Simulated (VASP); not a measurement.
Wanted: the native input for a VASP 6.6.1 run.

```
Task                   : single point
Functional             : PBE
Potentials or basis    : VASP PAW PBE potentials, release 64 (Li_sv, B)
Cutoff                 : 520 eV
k mesh                 : 4 × 4 × 4
Occupations            : gaussian, width 0.05 eV
Spin                   : no spin polarisation
Dipole correction      : no
Further INCAR settings : LREAL = Auto; ALGO = Normal; EDIFF = 1e-07; NBANDS = 40
```

The structure of Li16B (a cell with a defect) lies in POSCAR:

```
Li16B
1.0
    6.9800000000      0.0000000000      0.0000000000
    0.0000000000      6.9800000000      0.0000000000
    0.0000000000      0.0000000000      6.9800000000
Li B
16 1
Direct
   -0.0084015759      0.0425050143      0.0152161891
    0.5122796562      0.0255914040     -0.0192128940
    0.0097385387      0.4580194842      0.0147565903
   -0.0075346705     -0.0461128940      0.4240809456
    0.2762931232      0.2404319484      0.2689030086
    0.4914242120      0.4753074499     -0.0197144699
    0.5107868195     -0.0269488539      0.5382286533
    0.7259792264      0.2611863897      0.2700418338
    0.0079974212      0.5458520057      0.4230525788
    0.2927961318      0.7593895415      0.2345234957
    0.2235590258      0.2397229226      0.7118762178
    0.4899438395      0.5277303725      0.5383578797
    0.7083676218      0.7412703438      0.2355959885
    0.7783147564      0.2605720630      0.7114858166
    0.2038326648      0.7578073066      0.8253691977
    0.7954047278      0.7423289398      0.8277237822
    0.0000941261      0.7500570201      0.1249482808
```

One way to write it, as run:

INCAR

```
PREC = Accurate ; ENCUT = 520
EDIFF = 1E-7 ; ISMEAR = 0
SIGMA = 0.05 ; LREAL = Auto
LASPH = True ; NELM = 100
ALGO = Normal ; ISIF = 2
LWAVE = False ; LCHARG = True
GGA = PE ; LELF = True
LVHAR = True ; NBANDS = 40
```

KPOINTS

```
Automatic mesh
0
Gamma
  4 4 4
```

Potentials or basis: VASP PAW PBE potentials, release 64 (Li_sv, B).

Launch:

```sh
$ cat potpaw_PBE.64/Li_sv/POTCAR potpaw_PBE.64/B/POTCAR > POTCAR
$ mpirun -np 1 vasp_std > vasp.out
```

Results of the run:

- Largest force: 0.023 eV/Å
- Band gap on the k mesh: zero (an odd number of electrons rules out a gap without spin polarisation)

Wall time 14 min on 1 thread of Intel Xeon 8259CL, on a shared host, peak memory 0.55 GiB.
